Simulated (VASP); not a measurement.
# Sb (P6/mmm) in VASP: a series of runs

The runs below take Sb through single point, relaxation of cell and atoms, with PBE.

All numbers are computed with VASP 6.6.1; they aren't measurements. Logs are shortened: lines on timing, memory, paths and dates and some standing lists are left out, and cuts for length are marked.

### Step 1. The cell of the first run

Symmetry: P6/mmm, No. 191, hexagonal system. The conventional cell has a = 3.052 Å, b = 3.052 Å, c = 2.870 Å, α = 90.00°, β = 90.00°, γ = 120.00°. Within 3.8 Å of Sb (site symmetry 6/mmm) lie 8 Sb at 2.87 to 3.05 Å.

### Step 2. Single point, PBE

Input file INCAR:

```
ALGO = Normal
EDIFF = 1E-6
ENCUT = 520
GGA = PE
ISIF = 2
ISMEAR = -1
LASPH = T
LCHARG = T
LELF = T
LREAL = F
LVHAR = T
LWAVE = F
NBANDS = 8
NELM = 60
PREC = Accurate
SIGMA = 0.08
```

Input file KPOINTS:

```
k-points
0
Gamma
  14 14 13
```

Input file POSCAR:

```
Sb
1.0
    3.0517192066      0.0000000000      0.0000000000
   -1.5258596033      2.6428663581      0.0000000000
    0.0000000000      0.0000000000      2.8699486212
Sb
1
Direct
    0.0000000000      0.0000000000      0.0000000000
```

Potentials or basis: VASP PAW PBE potentials, release 64 (Sb).

Launch:

```sh
$ cat potpaw_PBE.64/Sb/POTCAR > POTCAR
$ mpirun -np 1 vasp_std > vasp.out
```

OUTCAR:

```text
EDIFF = 1E-6
   ENCUT = 520
   GGA = PE
   ISIF = 2
   ISMEAR = -1
   LASPH = T
   LREAL = F
   NELM = 60
   PREC = Accurate

 ion  position               nearest neighbor table
   1  0.000  0.000  0.000-

  LATTYP: Found a hexagonal cell.
 ALAT       =     3.0517192066
 C/A-ratio  =     0.9404366611

  Lattice vectors:

 A1 = (   3.0517192066,   0.0000000000,   0.0000000000)
 A2 = (  -1.5258596033,   2.6428663581,   0.0000000000)
 A3 = (   0.0000000000,   0.0000000000,   2.8699486212)

Analysis of symmetry for initial positions (statically):
=====================================================================
 Subroutine PRICEL returns:
 Original cell was already a primitive cell.

 Routine SETGRP: Setting up the symmetry group for a
 hexagonal supercell.

 Subroutine GETGRP returns: Found 24 space group operations
 (whereof 24 operations were pure point group operations)
 out of a pool of 24 trial point group operations.

The static configuration has the point symmetry D_6h.

Analysis of symmetry for dynamics (positions and initial velocities):
=====================================================================
 Subroutine PRICEL returns:
 Original cell was already a primitive cell.

 Routine SETGRP: Setting up the symmetry group for a
 hexagonal supercell.

 Subroutine GETGRP returns: Found 24 space group operations
 (whereof 24 operations were pure point group operations)
 out of a pool of 24 trial point group operations.

The dynamic configuration has the point symmetry D_6h.

 Subroutine INISYM returns: Found 24 space group operations
 (whereof 24 operations are pure point group operations),
 and found     1 'primitive' translations

----------------------------------------------------------------------------------------

                                     Primitive cell

  volume of cell :      23.1470

  direct lattice vectors                    reciprocal lattice vectors
     3.051719207  0.000000000  0.000000000     0.327684145  0.189188530  0.000000000
    -1.525859603  2.642866358  0.000000000     0.000000000  0.378377059  0.000000000
     0.000000000  0.000000000  2.869948621     0.000000000  0.000000000  0.348438293

  length of vectors
     3.051719207  3.051719207  2.869948621     0.378377059  0.378377059  0.348438293

  position of ions in fractional coordinates (direct lattice)
     0.000000000  0.000000000  0.000000000

  ion indices of the primitive-cell ions
   primitive index   ion index
                 1           1

----------------------------------------------------------------------------------------

 KPOINTS: k-points

Automatic generation of k-mesh.
 Grid dimensions read from file:
 generate k-points for:   14   14   13

 Generating k-lattice:

  Cartesian coordinates                     Fractional coordinates (reciprocal lattice)
     0.023406010  0.013513466  0.000000000     0.071428571  0.000000000  0.000000000
     0.000000000  0.027026933  0.000000000     0.000000000  0.071428571  0.000000000
     0.000000000  0.000000000  0.026802946     0.000000000  0.000000000  0.076923077

  Length of vectors
     0.027026933  0.027026933  0.026802946

  Shift w.r.t. Gamma in fractional coordinates (k-lattice)
     0.000000000  0.000000000  0.000000000

 Subroutine IBZKPT returns following result:
 ===========================================

 Found    168 irreducible k-points:

 Following reciprocal coordinates:
            Coordinates               Weight
  0.000000  0.000000  0.000000      1.000000
  0.071429  0.000000  0.000000      6.000000
  0.142857  0.000000  0.000000      6.000000
  0.214286  0.000000  0.000000      6.000000
  0.285714  0.000000  0.000000      6.000000
  0.357143  0.000000  0.000000      6.000000
[... 16 lines left out ...]
  0.285714  0.285714  0.000000      6.000000
  0.357143  0.285714  0.000000      6.000000
 [... further k-points ...]
   k-points           NKPTS =    168   k-points in BZ     NKDIM =    168   number of bands    NBANDS=      8
   number of dos      NEDOS =    301   number of ions     NIONS =      1
   total plane-waves  NPLWV =  13824
   dimension x,y,z NGX =    24 NGY =   24 NGZ =   24
   dimension x,y,z NGXF=    48 NGYF=   48 NGZF=   48
   ions per type =               1
   NGX,Y,Z   is equivalent  to a cutoff of  13.07, 13.07, 13.90 a.u.
   NGXF,Y,Z  is equivalent  to a cutoff of  26.15, 26.15, 27.80 a.u.
 SYSTEM =  unknown system
   PREC   = accura    normal or accurate (medium, high low for compatibility)
   ISTART =      0    job   : 0-new  1-cont  2-samecut
   ICHARG =      2    charge: 1-file 2-atom 10-const
   ISPIN  =      1    spin polarized calculation?
   LNONCOLLINEAR =      F non collinear calculations
   LSORBIT =      F    spin-orbit coupling
   LASPH  =      T    aspherical Exc in radial PAW
   ENCUT  =  520.0 eV  38.22 Ry    6.18 a.u.   5.67  5.67  5.34*2*pi/ulx,y,z
   NELM   =     60;   NELMIN=  2; NELMDL= -5     # of ELM steps
[... 111 lines left out ...]
  band No.  band energies     occupation
      1      -1.0022      2.00000
      2       6.1950      2.00000
      3      12.8208      0.00000
      4      16.6754      0.00000
      5      17.2012      0.00000
      6      20.6495      0.00000
      7      24.6813      0.00000
      8      25.4701      0.00000

 k-point     7 :       0.4286    0.0000    0.0000
  band No.  band energies     occupation
      1       0.0579      2.00000
      2       4.4513      2.00000
      3      12.4432      0.00000
      4      16.4382      0.00000
      5      18.0053      0.00000
      6      21.5273      0.00000
      7      23.5544      0.00000
      8      24.0883      0.00000

 k-point     8 :       0.5000    0.0000    0.0000
  band No.  band energies     occupation
      1       0.6911      2.00000
      2       3.5882      2.00000
      3      12.3151      0.00000
      4      16.3592      0.00000
      5      18.3760      0.00000
      6      22.2642      0.00000
      7      23.0739      0.00000
      8      23.1694      0.00000

 k-point     9 :       0.0714    0.0714    0.0000
  band No.  band energies     occupation
      1      -3.4212      2.00000
      2      13.7276      0.00000
      3      14.8907      0.00000
      4      15.0116      0.00000
      5      18.5058      0.00000
      6      19.4860      0.00000
      7      21.7697      0.00000
      8      24.6303      0.00000

 k-point    10 :       0.1429    0.0714    0.0000
  band No.  band energies     occupation
      1      -2.9713      2.00000
      2      11.6617      0.00003
      3      13.8205      0.00000
      4      15.3559      0.00000
      5      18.6342      0.00000
      6      19.4384      0.00000
      7      22.5714      0.00000
      8      26.1559      0.00000
[... 78 lines left out ...]
 k-point    18 :       0.3571    0.1429    0.0000
  band No.  band energies     occupation
      1       0.3483      2.00000
      2       4.7737      2.00000
      3       9.7204      2.00000
      4      18.2883      0.00000
      5      19.4927      0.00000
      6      21.8592      0.00000
      7      23.7567      0.00000
      8      24.3077      0.00000

 k-point    19 :       0.4286    0.1429    0.0000
  band No.  band energies     occupation
      1       0.9500      2.00000
      2       3.9615      2.00000
      3       9.5818      2.00000
      4      18.6507      0.00000
      5      19.4328      0.00000
      6      22.5943      0.00000
      7      23.2886      0.00000
      8      23.4244      0.00000

 k-point    20 :       0.2143    0.2143    0.0000
  band No.  band energies     occupation
      1      -0.7860      2.00000
      2       7.1525      2.00000
      3       9.2476      2.00000
      4      17.4309      0.00000
      5      20.4632      0.00000
      6      21.8695      0.00000
      7      23.3304      0.00000
      8      25.3919      0.00000

 k-point    21 :       0.2857    0.2143    0.0000
  band No.  band energies     occupation
      1       0.2028      2.00000
      2       5.7835      2.00000
      3       8.2763      2.00000
      4      18.2428      0.00000
      5      21.1165      0.00000
      6      22.3227      0.00000
      7      24.3186      0.00000
      8      24.4233      0.00000

 k-point    22 :       0.3571    0.2143    0.0000
  band No.  band energies     occupation
      1       1.0799      2.00000
      2       4.6241      2.00000
      3       7.8716      2.00000
      4      18.8442      0.00000
      5      21.4295      0.00000
      6      22.8016      0.00000
      7      23.6714      0.00000
      8      24.1182      0.00000

 k-point    23 :       0.2857    0.2857    0.0000
  band No.  band energies     occupation
      1       1.0925      2.00000
      2       5.3135      2.00000
      3       6.8541      2.00000
      4      18.9078      0.00000
      5      22.1374      0.00000
      6      23.8920      0.00000
      7      23.9426      0.00000
      8      24.1016      0.00000

 k-point    24 :       0.3571    0.2857    0.0000
  band No.  band energies     occupation
      1       1.5411      2.00000
      2       5.0657      2.00000
      3       6.3150      2.00000
      4      19.2000      0.00000
      5      22.7832      0.00000
      6      23.5520      0.00000
      7      23.9359      0.00000
      8      24.5453      0.00000

 [... further k-points ...]
[... 5 lines left out ...]
  --------------------------------------------------------------------------------------
  -------------------------------------------------------------------------------------
  Total        3.1991984      3.1991984      3.2219654      0.0000000      0.0000000     -0.0000000
  in kB      221.4409135    221.4409135    223.0167870      0.0000000      0.0000000     -0.0000000
  external PRESSURE =     221.9662047 kB  Pullay stress =       0.0000000 kB

 VOLUME and BASIS-vectors are now :
 -----------------------------------------------------------------------------
  energy-cutoff  :      520.00
  volume of cell :       23.15
      direct lattice vectors                 reciprocal lattice vectors
     3.051719207  0.000000000  0.000000000     0.327684145  0.189188530  0.000000000
    -1.525859603  2.642866358  0.000000000     0.000000000  0.378377059  0.000000000
     0.000000000  0.000000000  2.869948621     0.000000000  0.000000000  0.348438293

 POSITION                                       TOTAL-FORCE (eV/Angst)
 -----------------------------------------------------------------------------------
      0.00000      0.00000      0.00000        -0.000000      0.000000      0.000000
 -----------------------------------------------------------------------------------
    total drift:                               -0.000000      0.000000      0.000000

  FREE ENERGIE OF THE ION-ELECTRON SYSTEM (eV)
  ---------------------------------------------------
  free  energy   TOTEN  =        -3.6596932366 eV

  energy  without entropy=       -3.6495621216  energy(sigma->0) =       -3.65462768
```

It took 7.7 s on 1 thread of Intel Xeon 6975P-C (Granite Rapids), shared host; peak memory 0.15 GiB.

What came out:

```yaml
Free_energy: -3.6597 eV
Pressure: 22.2 GPa
```

Levels at points of the mesh, in eV from the Fermi level:
```tsv
k point	band 1	band 2	band 3	band 4	band 5	band 6	band 7
(0.00, 0.00, 0.00)	-14.54	3.76	5.56	5.56	7.22	10.30	10.43
(0.50, 0.00, 0.00)	-10.09	-7.19	1.54	5.58	7.60	11.49	12.30
```

Caveat: spin-orbit coupling is left out, which moves the levels of the heavy elements.

### Step 3. Single point, PBE

This run uses another cell than the first one: it holds 3 atoms, not 1.

Input file INCAR:

```
SYSTEM = Sb
PREC = Accurate ; ENCUT = 520
EDIFF = 1E-7 ; ISMEAR = -1
SIGMA = 0.08 ; LREAL = .FALSE.
LASPH = .TRUE. ; NELM = 60
ALGO = Normal ; ISIF = 2
LWAVE = .FALSE. ; LCHARG = .FALSE.
GGA = PE ; NBANDS = 14
```

Input file KPOINTS:

```
Automatic mesh
0
G
  7 7 10
  0 0 0
```

Input file POSCAR:

```
Sb
1.0
    5.0585289194      0.0000000000      0.0000000000
   -2.5292644597      4.3808145499      0.0000000000
    0.0000000000      0.0000000000      2.9820348808
Sb
3
Direct
    0.0000000000      0.0000000000      0.0000000000
    0.3333333333      0.6666666667      0.5000000000
    0.6666666667      0.3333333333      0.5000000000
```

Potentials or basis: VASP PAW PBE potentials, release 64 (Sb).

Launch:

```sh
$ cat potpaw_PBE.64/Sb/POTCAR > POTCAR
$ mpirun -np 1 vasp_std > vasp.out
```

Wall time 18 s (1 thread of Intel Xeon 6975P-C (Granite Rapids), shared host); peak memory 0.19 GiB.

It converged, with:

| Item | Value |
| --- | --- |
| Free energy | -10.7505 eV |
| Pressure | 22.0 GPa |

Levels at points of the mesh, in eV from the Fermi level:
```
           k point  band 6  band 7  band 8  band 9  band 10  band 11
(0.00, 0.00, 0.00)   -4.91   -4.91    2.04    5.95     6.84     6.84
(0.00, 0.00, 0.50)   -2.83   -2.73   -2.73   -0.99    -0.99     0.10
```

Caveat: spin-orbit coupling is left out, which moves the levels of the heavy elements.

### Step 4. Relaxation of cell and atoms, PBE, target pressure 22 GPa, at which the enthalpy is minimised

This run uses another cell than the first one, of 22.54 Å³/atom, 0.974 times its volume.

Input file INCAR:

```
PREC = Accurate
ENCUT = 600
EDIFF = 1E-6
ISMEAR = -1
SIGMA = 0.08
LREAL = F
LASPH = T
NELM = 80
ALGO = Normal
ISIF = 3
LWAVE = F
LCHARG = F
GGA = PE
IBRION = 2
NSW = 60
EDIFFG = -0.005
PSTRESS = 220.0
```

Input file KPOINTS:

```
Automatic mesh
0
Gamma
  14 14 13
```

Input file POSCAR:

```
Sb
1.0
    3.0250723887      0.0000000000      0.0000000000
   -1.5125361943      2.6197895369      0.0000000000
    0.0000000000      0.0000000000      2.8435680454
Sb
1
Direct
    0.0000000000      0.0000000000      0.0000000000
```

Launch:

```sh
$ cat potpaw_PBE.64/Sb/POTCAR > POTCAR
$ mpirun -np 1 vasp_std > vasp.out
```

It took 38 s on 1 thread of Intel Xeon 6975P-C, shared host; peak memory 0.17 GiB.

Results (log left out):

* Free energy: -3.6634 eV
* Relaxed volume: 23.17 Å³/atom
* Relaxed cell: a = 3.052 Å, b = 3.052 Å, c = 2.872 Å, α = 90.00°, β = 90.00°, γ = 120.00°
* Space group after relaxing (to 0.05 Å): P6/mmm (No. 191)
* Energy change on relaxing (the enthalpy is what falls): -96.1 meV/atom
* Ionic steps: 11
* Pressure after relaxing: 22.0 GPa

The path:
```tsv
step	energy change (eV)	largest force (eV/Å)	pressure (GPa)	volume (Å³)
1	0.0000	0.0000	26.36	22.54
2	-0.2550	0.0000	14.19	24.60
3	-0.0979	0.0000	21.92	23.19
4	-0.0961	0.0000	21.97	23.17
5	-0.0943	0.0000	22.06	23.16
6	-0.0943	0.0000	22.09	23.16
7	-0.0943	0.0000	22.09	23.16
8	-0.0955	0.0000	22.06	23.17
9	-0.0976	0.0000	21.94	23.18
10	-0.0964	0.0000	21.97	23.18
11	-0.0961	0.0000	22.00	23.17
```

Final structure:
```cif
data_structure
_symmetry_space_group_name_H-M 'P 1'
_symmetry_Int_Tables_number 1
_cell_length_a 3.0523
_cell_length_b 3.0523
_cell_length_c 2.8722
_cell_angle_alpha 90.000
_cell_angle_beta 90.000
_cell_angle_gamma 120.000
_cell_volume 23.17
loop_
_atom_site_label
_atom_site_type_symbol
_atom_site_fract_x
_atom_site_fract_y
_atom_site_fract_z
_atom_site_occupancy
Sb1 Sb 0.00000 0.00000 0.00000 1
```

Levels at points of the mesh, in eV from the Fermi level:
| k point | band 1 | band 2 | band 3 | band 4 | band 5 | band 6 |
| --- | --- | --- | --- | --- | --- | --- |
| (0.00, 0.00, 0.00) | -14.52 | 3.74 | 5.57 | 5.57 | 7.21 | 10.30 |
| (0.50, 0.00, 0.00) | -10.08 | -7.18 | 1.54 | 5.59 | 7.58 | 11.48 |

Caveat: the cell is relaxed towards a set pressure, so the enthalpy falls and the energy may rise; spin-orbit coupling is left out, which moves the levels of the heavy elements.

### Step 5. Relaxation of cell and atoms, PBE, target pressure 22 GPa, at which the enthalpy is minimised

Input file INCAR:

```
ALGO = Normal
EDIFF = 1E-7
EDIFFG = -0.005
ENCUT = 600
GGA = PE
IBRION = 2
ISIF = 3
ISMEAR = -1
LASPH = T
LCHARG = F
LREAL = F
LWAVE = F
NELM = 100
NSW = 32
PREC = Accurate
PSTRESS = 220.0
SIGMA = 0.08
```

Input file KPOINTS:

```
k-points
0
Gamma
  14 14 13
```

Input file POSCAR:

```
Sb
1.0
    3.0517192066      0.0000000000      0.0000000000
   -1.5258596033      2.6428663581      0.0000000000
    0.0000000000      0.0000000000      2.8699486212
Sb
1
Direct
    0.0000000000      0.0000000000      0.0000000000
```

Launch:

```sh
$ cat potpaw_PBE.64/Sb/POTCAR > POTCAR
$ mpirun -np 1 vasp_std > vasp.out
```

Wall time 21 s (1 thread of Intel Xeon 6975P-C, shared host); peak memory 0.17 GiB.

It converged, with:

```
Free energy                                            : -3.6637 eV
Relaxed volume                                         : 23.18 Å³/atom
Relaxed cell                                           : a = 3.053 Å, b = 3.053 Å, c = 2.872 Å, α = 90.00°, β = 90.00°, γ = 120.00°
Space group after relaxing (to 0.05 Å)                 : P6/mmm (No. 191)
Energy change on relaxing (the enthalpy is what falls) : -4.0 meV/atom
Ionic steps                                            : 4
Pressure after relaxing                                : 22.0 GPa
```

The path:
| step | energy change (eV) | largest force (eV/Å) | pressure (GPa) | volume (Å³) |
| --- | --- | --- | --- | --- |
| 1 | 0.0000 | 0.0000 | 22.18 | 23.15 |
| 2 | -0.0117 | 0.0000 | 21.64 | 23.23 |
| 3 | -0.0038 | 0.0000 | 22.00 | 23.17 |
| 4 | -0.0040 | 0.0000 | 22.00 | 23.18 |

Final structure:
```
Sb
1.0
     3.05261    0.00000    0.00000
    -1.52630    2.64364    0.00000
     0.00000    0.00000    2.87187
Sb
1
Direct
  0.00000 0.00000 0.00000
```

Levels at points of the mesh, in eV from the Fermi level:
```csv
k point,band 1,band 2,band 3,band 4,band 5
"(0.00, 0.00, 0.00)",-14.52,3.74,5.56,5.56,7.22
"(0.50, 0.00, 0.00)",-10.08,-7.18,1.54,5.58,7.58
```

Caveat: the cell is relaxed towards a set pressure, so the enthalpy falls and the energy may rise; spin-orbit coupling is left out, which moves the levels of the heavy elements.

### Step 6. The runs side by side

```csv
task,cell,k mesh,cutoff (eV),gap on the mesh (eV),pressure (GPa)
single point,"a = 3.052, b = 3.052, c = 2.870 Å, angles 90.0, 90.0, 120.0°, 1 atom",14 × 14 × 13,520,none,22.2
single point,"a = 5.059, b = 5.059, c = 2.982 Å, angles 90.0, 90.0, 120.0°, 3 atoms",7 × 7 × 10,520,none,22.0
relaxation of cell and atoms,"relaxed to 22 GPa from a = 3.025, b = 3.025, c = 2.844 Å, angles 90.0, 90.0, 120.0°, 1 atom",14 × 14 × 13,600,none,22.0
relaxation of cell and atoms,"relaxed to 22 GPa from a = 3.052, b = 3.052, c = 2.870 Å, angles 90.0, 90.0, 120.0°, 1 atom",14 × 14 × 13,600,none,22.0
```

Alike in all rows: level PBE; potentials or basis VASP PAW PBE potentials, release 64 (Sb); no spin polarisation; smearing fermi-dirac 0.08 eV.

Caveats: spin-orbit coupling is left out, which moves the levels of the heavy elements; the cell is relaxed towards a set pressure, so the enthalpy falls and the energy may rise (some runs).

Absolute energies hang on the potentials; compare differences alone.
